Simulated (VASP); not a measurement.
# MgS (P6_3/mmc) in VASP: notebook

MgS is run at these levels: PBE, r2SCAN; tasks: single point.

All numbers are computed with VASP 6.6.1; they aren't measurements. Logs are shortened: lines on timing, memory, paths and dates and some standing lists are left out, and cuts for length are marked.

## 1. The cell of the first run

Symmetry: P6_3/mmc, No. 194, hexagonal system. The conventional cell has a = 3.645 Å, b = 3.645 Å, c = 6.147 Å, α = 90.00°, β = 90.00°, γ = 120.00°. Within 3.4 Å of Mg (site symmetry -3m) lie 6 S at 2.61 Å and 2 Mg at 3.07 Å. Within 3.4 Å of S (site symmetry -6m2) lie 6 Mg at 2.61 Å.

## 2. Single point, PBE

INCAR reads:

```
SYSTEM = MgS
  PREC = Accurate
  ENCUT = 520
  EDIFF = 1E-6
  ISMEAR = 0
  SIGMA = 0.01
  LREAL = .FALSE.
  LASPH = .TRUE.
  NELM = 100
  ALGO = Normal
  ISIF = 2
  LWAVE = .FALSE.
  LCHARG = .FALSE.
  GGA = PE
  NBANDS = 16
```

KPOINTS reads:

```
regular mesh
0
G
  12 12 4
  0 0 0
```

POSCAR reads:

```
MgS
1.0
    3.6454348051      0.0000000000      0.0000000000
   -1.8227174025      3.1570391490      0.0000000000
    0.0000000000      0.0000000000      6.1473560890
Mg S
2 2
Direct
    0.0000000000      0.0000000000      0.0000000000
    0.0000000000      0.0000000000      0.5000000000
    0.3333333333      0.6666666667      0.2500000000
    0.6666666667      0.3333333333      0.7500000000
```

Potentials or basis: VASP PAW PBE potentials, release 64 (Mg, S).

Launch:

```
> cat potpaw_PBE.64/Mg/POTCAR potpaw_PBE.64/S/POTCAR > POTCAR
> mpirun -np 1 vasp_std > vasp.out
```

OUTCAR:

```text
SYSTEM = MgS
   PREC = Accurate
   ENCUT = 520
   EDIFF = 1E-6
   ISMEAR = 0
   LREAL = .FALSE.
   LASPH = .TRUE.
   NELM = 100
   ISIF = 2
   GGA = PE

 ion  position               nearest neighbor table
   1  0.000  0.000  0.000-   3 2.61   4 2.61   3 2.61   4 2.61   4 2.61   3 2.61   2 3.07   2 3.07

   2  0.000  0.000  0.500-   3 2.61   4 2.61   3 2.61   4 2.61   4 2.61   3 2.61   1 3.07   1 3.07

   3  0.333  0.667  0.250-   1 2.61   2 2.61   1 2.61   2 2.61   1 2.61   2 2.61
   4  0.667  0.333  0.750-   1 2.61   2 2.61   1 2.61   2 2.61   1 2.61   2 2.61

  LATTYP: Found a hexagonal cell.
 ALAT       =     3.6454348051
 C/A-ratio  =     1.6863162881

  Lattice vectors:

 A1 = (   3.6454348051,   0.0000000000,   0.0000000000)
 A2 = (  -1.8227174025,   3.1570391490,   0.0000000000)
 A3 = (   0.0000000000,   0.0000000000,   6.1473560890)

Analysis of symmetry for initial positions (statically):
=====================================================================
 Subroutine PRICEL returns:
 Original cell was already a primitive cell.

 Routine SETGRP: Setting up the symmetry group for a
 hexagonal supercell.

 Subroutine GETGRP returns: Found 24 space group operations
 (whereof 12 operations were pure point group operations)
 out of a pool of 24 trial point group operations.

The static configuration has the point symmetry D_3d.
 The point group associated with its full space group is D_6h.

Analysis of symmetry for dynamics (positions and initial velocities):
=====================================================================
 Subroutine PRICEL returns:
 Original cell was already a primitive cell.

 Routine SETGRP: Setting up the symmetry group for a
 hexagonal supercell.

 Subroutine GETGRP returns: Found 24 space group operations
 (whereof 12 operations were pure point group operations)
 out of a pool of 24 trial point group operations.

The dynamic configuration has the point symmetry D_3d.
 The point group associated with its full space group is D_6h.

 Subroutine INISYM returns: Found 24 space group operations
 (whereof 12 operations are pure point group operations),
 and found     1 'primitive' translations

----------------------------------------------------------------------------------------

                                     Primitive cell

  volume of cell :      70.7486

  direct lattice vectors                    reciprocal lattice vectors
     3.645434805  0.000000000  0.000000000     0.274315700  0.158376243  0.000000000
    -1.822717402  3.157039149  0.000000000     0.000000000  0.316752486  0.000000000
     0.000000000  0.000000000  6.147356089     0.000000000  0.000000000  0.162671559

  length of vectors
     3.645434805  3.645434805  6.147356089     0.316752486  0.316752486  0.162671559

  position of ions in fractional coordinates (direct lattice)
     0.000000000  0.000000000  0.000000000
     0.000000000  0.000000000  0.500000000
     0.333333333  0.666666667  0.250000000
     0.666666667  0.333333333  0.750000000

  ion indices of the primitive-cell ions
   primitive index   ion index
                 1           1
                 2           2
                 3           3
                 4           4

----------------------------------------------------------------------------------------

 KPOINTS: regular mesh

Automatic generation of k-mesh.
 Grid dimensions read from file:
 generate k-points for:   12   12    4

 Generating k-lattice:

  Cartesian coordinates                     Fractional coordinates (reciprocal lattice)
     0.022859642  0.013198020  0.000000000     0.083333333  0.000000000  0.000000000
     0.000000000  0.026396041  0.000000000     0.000000000  0.083333333  0.000000000
     0.000000000  0.000000000  0.040667890     0.000000000  0.000000000  0.250000000

  Length of vectors
     0.026396041  0.026396041  0.040667890

  Shift w.r.t. Gamma in fractional coordinates (k-lattice)
     0.000000000  0.000000000  0.000000000

 Subroutine IBZKPT returns following result:
 ===========================================

 Found     57 irreducible k-points:

 Following reciprocal coordinates:
            Coordinates               Weight
  0.000000  0.000000  0.000000      1.000000
  0.083333 -0.000000  0.000000      6.000000
  0.166667  0.000000  0.000000      6.000000
  0.250000  0.000000  0.000000      6.000000
  0.333333 -0.000000  0.000000      6.000000
  0.416667 -0.000000  0.000000      6.000000
[... 16 lines left out ...]
  0.250000  0.000000  0.250000     12.000000
  0.333333 -0.000000  0.250000     12.000000
 [... further k-points ...]
   k-points           NKPTS =     57   k-points in BZ     NKDIM =     57   number of bands    NBANDS=     16
   number of dos      NEDOS =    301   number of ions     NIONS =      4
   total plane-waves  NPLWV =  37632
   dimension x,y,z NGX =    28 NGY =   28 NGZ =   48
   dimension x,y,z NGXF=    56 NGYF=   56 NGZF=   96
   ions per type =               2   2
   NGX,Y,Z   is equivalent  to a cutoff of  12.77, 12.77, 12.98 a.u.
   NGXF,Y,Z  is equivalent  to a cutoff of  25.54, 25.54, 25.96 a.u.
 SYSTEM =  MgS
   PREC   = accura    normal or accurate (medium, high low for compatibility)
   ISTART =      0    job   : 0-new  1-cont  2-samecut
   ICHARG =      2    charge: 1-file 2-atom 10-const
   ISPIN  =      1    spin polarized calculation?
   LNONCOLLINEAR =      F non collinear calculations
   LSORBIT =      F    spin-orbit coupling
   LASPH  =      T    aspherical Exc in radial PAW
   ENCUT  =  520.0 eV  38.22 Ry    6.18 a.u.   6.78  6.78 11.43*2*pi/ulx,y,z
   NELM   =    100;   NELMIN=  2; NELMDL= -5     # of ELM steps
   EDIFF  = 0.1E-05   stopping-criterion for ELM
   LREAL  =      F    real-space projection
   EDIFFG = 0.1E-04   stopping-criterion for IOM
   NSW    =      0    number of steps for IOM
   IBRION =     -1    ionic relax: 0-MD 1-quasi-New 2-CG
   NFREE  =      0    steps in history (QN), initial steepest desc. (CG)
   ISIF   =      2    stress and relaxation
   ISYM   =      2    0-nonsym 1-usesym 2-fastsym
   POTIM  = 0.5000    time-step for ionic-motion
   TEBEG  =    0.0;   TEEND  =   0.0 temperature during run
   PSTRESS=    0.0 pullay stress
   NELECT =      16.0000    total number of electrons
   NUPDOWN=      -1.0000    fix difference up-down
   EMIN   =  10.00;   EMAX   =-10.00  energy-range for DOS
   EFERMI =   0.00;   METHOD = LEGACY
   ISMEAR =     0;   SIGMA  =   0.01  broadening in eV -4-tet -1-fermi 0-gaus
   EFERMI_NEDOS =   21; number of points for ismear=-14 and -15
   IALGO  =     38    algorithm
   IMIX   =      4    mixing-type and parameters
     AMIX     =   0.40;   BMIX     =  1.00
     AMIX_MAG =   1.60;   BMIX_MAG =  1.00
  volume/ion in A,a.u.               =      17.69       119.36
  Fermi-wavevector in a.u.,A,eV,Ry     =   0.997414  1.884840 13.535556  0.994835
  Thomas-Fermi vector in A             =   2.129569
   LORBIT       =      0    0 simple, 1 ext, 2 COOP (PROOUT), +10 PAW based schemes
   GGA     = PE    functional components
   LHFCALC =     F    Hartree Fock is set to
   AEXX    =    0.0000 exact exchange contribution
   IVDW    =     0    specifies the selected vdW correction
   LEPSILON=     F    determine dielectric tensor
   LRPA    =     F    only Hartree local field effects (RPA)
 non-spin polarized calculation
 Gauss-broadening in eV      SIGMA  =   0.01
  energy-cutoff  :      520.00
  volume of cell :       70.75
 maximum number of plane-waves:      1922
 NGX is ok and might be reduce to    28
   NGX = 13   NGY = 13   NGZ = 23

 number of electron      15.9999999 magnetization

 Free energy of the ion-electron system (eV)
  ---------------------------------------------------
  ext. energy  EPLUGINS =         0.00000000
  ---------------------------------------------------
  free energy    TOTEN  =       -16.89950187 eV

  energy without entropy =      -16.89950187  energy(sigma->0) =      -16.89950187

 E-fermi :   3.7577     XC(G=0):  -9.6540

 val. band max:        3.7080553812   @ k =   0.0000   0.0000   0.0000
 cond. band min:       7.1134536172   @ k =   0.3333   0.3333   0.0000
 fundamental gap:      3.4053982361
 Fermi energy:         3.7577082632

 k-point     1 :       0.0000    0.0000    0.0000
  band No.  band energies     occupation
      1      -8.9859      2.00000
      2      -7.7837      2.00000
      3      -1.2334      2.00000
      4       3.2258      2.00000
      5       3.2258      2.00000
      6       3.4694      2.00000
[... 8 lines left out ...]
     15      12.2793      0.00000
     16      13.0428      0.00000

 k-point     2 :       0.0833   -0.0000    0.0000
  band No.  band energies     occupation
      1      -8.9240      2.00000
      2      -7.7470      2.00000
      3      -1.1515      2.00000
      4       2.8211      2.00000
      5       3.1167      2.00000
      6       3.2857      2.00000
[... 8 lines left out ...]
     15      12.1943      0.00000
     16      12.5435      0.00000

 k-point     3 :       0.1667    0.0000    0.0000
  band No.  band energies     occupation
      1      -8.7448      2.00000
      2      -7.6456      2.00000
      3      -0.9098      2.00000
      4       1.8910      2.00000
      5       2.4393      2.00000
      6       2.8647      2.00000
[... 8 lines left out ...]
     15      12.3822      0.00000
     16      12.5159      0.00000

 k-point     4 :       0.2500    0.0000    0.0000
  band No.  band energies     occupation
      1      -8.4691      2.00000
      2      -7.5080      2.00000
      3      -0.5219      2.00000
      4       0.8600      2.00000
      5       1.5576      2.00000
      6       2.5811      2.00000
[... 8 lines left out ...]
     15      12.3808      0.00000
     16      13.3883      0.00000
[... 324 lines left out ...]
 k-point    22 :       0.1667    0.0000    0.2500
  band No.  band energies     occupation
      1      -8.6133      2.00000
      2      -7.8460      2.00000
      3      -0.4416      2.00000
      4       1.8202      2.00000
      5       2.1587      2.00000
      6       2.9579      2.00000
[... 8 lines left out ...]
     15      12.5673      0.00000
     16      12.5989      0.00000

 k-point    23 :       0.2500    0.0000    0.2500
  band No.  band energies     occupation
      1      -8.3505      2.00000
      2      -7.6770      2.00000
      3      -0.2320      2.00000
      4       0.9548      2.00000
      5       1.4018      2.00000
      6       2.6865      2.00000
[... 8 lines left out ...]
     15      12.6972      0.00000
     16      13.3864      0.00000

 k-point    24 :       0.3333   -0.0000    0.2500
  band No.  band energies     occupation
      1      -8.0399      2.00000
      2      -7.5085      2.00000
      3      -0.3271      2.00000
      4       0.2863      2.00000
      5       0.9893      2.00000
      6       2.4516      2.00000
[... 8 lines left out ...]
     15      13.5209      0.00000
     16      14.2022      0.00000

 [... further k-points ...]
[... 5 lines left out ...]
  --------------------------------------------------------------------------------------
  -------------------------------------------------------------------------------------
  Total        0.4170443      0.4170443      0.4059058      0.0000000      0.0000000      0.0000000
  in kB        9.4444164      9.4444164      9.1921718      0.0000000      0.0000000      0.0000000
  external PRESSURE =       9.3603349 kB  Pullay stress =       0.0000000 kB

 VOLUME and BASIS-vectors are now :
 -----------------------------------------------------------------------------
  energy-cutoff  :      520.00
  volume of cell :       70.75
      direct lattice vectors                 reciprocal lattice vectors
     3.645434805  0.000000000  0.000000000     0.274315700  0.158376243  0.000000000
    -1.822717402  3.157039149  0.000000000     0.000000000  0.316752486  0.000000000
     0.000000000  0.000000000  6.147356089     0.000000000  0.000000000  0.162671559

 POSITION                                       TOTAL-FORCE (eV/Angst)
 -----------------------------------------------------------------------------------
      0.00000      0.00000      0.00000         0.000000      0.000000     -0.000000
      0.00000      0.00000      3.07368         0.000000      0.000000     -0.000000
     -0.00000      2.10469      1.53684         0.000000     -0.000000      0.000000
      1.82272      1.05235      4.61052        -0.000000     -0.000000     -0.000000
 -----------------------------------------------------------------------------------
    total drift:                                0.000000     -0.000000     -0.000000

  FREE ENERGIE OF THE ION-ELECTRON SYSTEM (eV)
  ---------------------------------------------------
  free  energy   TOTEN  =       -16.8995018680 eV

  energy  without entropy=      -16.8995018680  energy(sigma->0) =      -16.89950187
```

It took 22 s on 1 thread of Intel Xeon 6975P-C (Granite Rapids), shared host; peak memory 0.21 GiB.

What came out:

```yaml
Free_energy: -16.8995 eV
Pressure: 0.9 GPa
Band_gap_on_the_k_mesh: 3.41 eV, indirect (least direct gap 3.53 eV)
```

A k mesh can miss the band edges. PBE gaps usually lie below the measured ones, often by a third to a half.

## 3. Single point, r2SCAN

POSCAR is that of step 2.

INCAR.step1 reads:

```
PREC = Accurate
ENCUT = 520
ISMEAR = 0
SIGMA = 0.01
LREAL = F
LASPH = T
NELM = 60
NBANDS = 16
GGA = PE
ALGO = Normal
EDIFF = 1E-4
LWAVE = T
LCHARG = F
```

INCAR.step2 reads:

```
PREC = Accurate
ENCUT = 520
EDIFF = 1E-6
ISMEAR = 0
SIGMA = 0.01
LREAL = F
LASPH = T
NELM = 60
ALGO = Normal
ISIF = 2
LWAVE = F
LCHARG = F
METAGGA = R2SCAN
LMIXTAU = T
NBANDS = 16
ISTART = 1
```

KPOINTS reads:

```
Automatic mesh
0
Gamma
  12 12 4
```

Potentials or basis: VASP PAW PBE potentials, release 64 (Mg, S).

Launch:

```
> cat potpaw_PBE.64/Mg/POTCAR potpaw_PBE.64/S/POTCAR > POTCAR
> cp INCAR.step1 INCAR
> mpirun -np 1 vasp_std > vasp.out
> cp INCAR.step2 INCAR
> mpirun -np 1 vasp_std > vasp.out
```

OUTCAR:

```text
PREC = Accurate
   ENCUT = 520
   EDIFF = 1E-6
   ISMEAR = 0
   LREAL = F
   LASPH = T
   NELM = 60
   ISIF = 2
   METAGGA = R2SCAN
   ISTART = 1

 ion  position               nearest neighbor table
   1  0.000  0.000  0.000-   3 2.61   4 2.61   3 2.61   4 2.61   4 2.61   3 2.61   2 3.07   2 3.07

   2  0.000  0.000  0.500-   3 2.61   4 2.61   3 2.61   4 2.61   4 2.61   3 2.61   1 3.07   1 3.07

   3  0.333  0.667  0.250-   1 2.61   2 2.61   1 2.61   2 2.61   1 2.61   2 2.61
   4  0.667  0.333  0.750-   1 2.61   2 2.61   1 2.61   2 2.61   1 2.61   2 2.61

[... 653 lines left out ...]

 [... further k-points ...]
[... 5 lines left out ...]
  --------------------------------------------------------------------------------------
  -------------------------------------------------------------------------------------
  Total       -0.1924643     -0.1924643     -0.2295259     -0.0000000      0.0000000      0.0000000
  in kB       -4.3585596     -4.3585596     -5.1978595     -0.0000000      0.0000000      0.0000000
  external PRESSURE =      -4.6383262 kB  Pullay stress =       0.0000000 kB

 VOLUME and BASIS-vectors are now :
 -----------------------------------------------------------------------------
  energy-cutoff  :      520.00
  volume of cell :       70.75
      direct lattice vectors                 reciprocal lattice vectors
     3.645434805  0.000000000  0.000000000     0.274315700  0.158376243  0.000000000
    -1.822717402  3.157039149  0.000000000     0.000000000  0.316752486  0.000000000
     0.000000000  0.000000000  6.147356089     0.000000000  0.000000000  0.162671559

 POSITION                                       TOTAL-FORCE (eV/Angst)
 -----------------------------------------------------------------------------------
      0.00000      0.00000      0.00000        -0.000000      0.000000      0.000000
      0.00000      0.00000      3.07368        -0.000000      0.000000      0.000000
     -0.00000      2.10469      1.53684         0.000000      0.000000      0.000000
      1.82272      1.05235      4.61052         0.000000      0.000000     -0.000000
 -----------------------------------------------------------------------------------
    total drift:                                0.000000     -0.000000     -0.000000

  FREE ENERGIE OF THE ION-ELECTRON SYSTEM (eV)
  ---------------------------------------------------
  free  energy   TOTEN  =       -30.8983197194 eV

  energy  without entropy=      -30.8983197194  energy(sigma->0) =      -30.89831972
```

OSZICAR.step1:

```text
N       E                     dE             d eps       ncg     rms          rms(c)
DAV:   1     0.588154971285E+02    0.58815E+02   -0.63663E+03  1856   0.832E+02
DAV:   2    -0.129616439920E+02   -0.71777E+02   -0.64379E+02  2664   0.139E+02
DAV:   3    -0.176223096928E+02   -0.46607E+01   -0.46425E+01  2448   0.384E+01
DAV:   4    -0.176677104253E+02   -0.45401E-01   -0.45396E-01  2288   0.467E+00
DAV:   5    -0.176684235889E+02   -0.71316E-03   -0.71315E-03  2512   0.587E-01    0.625E+00
DAV:   6    -0.169721827197E+02    0.69624E+00   -0.93598E-01  2000   0.471E+00    0.467E+00
DAV:   7    -0.169000767341E+02    0.72106E-01   -0.32777E-01  2376   0.283E+00    0.300E+00
DAV:   8    -0.169006342422E+02   -0.55751E-03   -0.30860E-02  2040   0.109E+00    0.162E+00
DAV:   9    -0.168994501348E+02    0.11841E-02   -0.27178E-03  2216   0.359E-01    0.249E-01
DAV:  10    -0.168995067864E+02   -0.56652E-04   -0.47937E-04  2480   0.107E-01
   1 F= -.16899507E+02 E0= -.16899507E+02  d E =-.890784E-15
```

It took 1.8 min on 1 thread of Intel Xeon 6975P-C (Granite Rapids), shared host; peak memory 0.22 GiB.

Results:

```
Free energy            : -30.8983 eV
Pressure               : -0.5 GPa
Band gap on the k mesh : 4.05 eV, indirect (least direct gap 4.41 eV)
```

Levels at points of the mesh, in eV from the valence-band top:
```tsv
k point	band 5	band 6	band 7	band 8	band 9	band 10	band 11	band 12
(0.00, 0.00, 0.00)	-0.51	-0.25	0.00	0.00	4.41	5.30	7.38	8.45
(0.50, 0.00, 0.00)	-2.91	-1.71	-1.63	-0.64	4.61	5.02	5.58	7.53
(0.00, 0.00, 0.50)	-0.26	-0.26	-0.26	-0.26	5.55	5.55	8.17	8.17
(0.50, 0.00, 0.50)	-1.56	-1.56	-1.19	-1.19	4.64	4.64	5.85	5.85
```

Caveat: the PAW data sets were made with another functional, which shifts forces and pressure a little. A k mesh can miss the band edges.
